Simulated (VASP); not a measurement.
Set up this calculation in VASP 6.6.1, as the native input.

| Item | Value |
| --- | --- |
| Task | single point |
| Functional | PBEsol |
| Potentials or basis | VASP PAW PBE potentials, release 64 (P) |
| Cutoff | 520 eV |
| k mesh | 12 × 12 × 12 |
| Occupations | gaussian, width 0.15 eV |
| Spin | no spin polarisation |
| Dipole correction | no |
| Further INCAR settings | ALGO = Normal; EDIFF = 1e-07; NBANDS = 8 |

The structure of P lies in POSCAR:

```
P
1.0
    4.0592596145      0.0000000000      0.0000000000
    0.0000000000      4.0592596145      0.0000000000
    0.0000000000      0.0000000000      4.1591000000
P
1
Direct
    0.0000000000      0.0000000000      0.0000000000
```

This cell differs from its parent crystal: strain -0.050 along x and y, -0.050 along z.

The input as run:

INCAR

```
  PREC = Accurate
  ENCUT = 520
  EDIFF = 1E-7
  ISMEAR = 0
  SIGMA = 0.15
  LREAL = F
  LASPH = T
  NELM = 80
  ALGO = Normal
  ISIF = 2
  LWAVE = F
  LCHARG = T
  GGA = PS
  LELF = T
  LVHAR = T
  NBANDS = 8
```

KPOINTS

```
regular mesh
0
Gamma
  12 12 12
```

Potentials or basis: VASP PAW PBE potentials, release 64 (P).

Launch:

```bash
$ cat potpaw_PBE.64/P/POTCAR > POTCAR
$ mpirun -np 1 vasp_std > vasp.out
```

Results of the run:

* Pressure: -5.4 GPa

Caveat: the cell differs from its parent crystal (strain -0.050 along x and y, -0.050 along z); the PAW data sets were made with another functional, which shifts forces and pressure a little.

Run time: 44 s on 1 thread of Intel(R) Xeon(R) Platinum 8488C (Sapphire Rapids), on a shared host, peak memory 0.23 GiB.
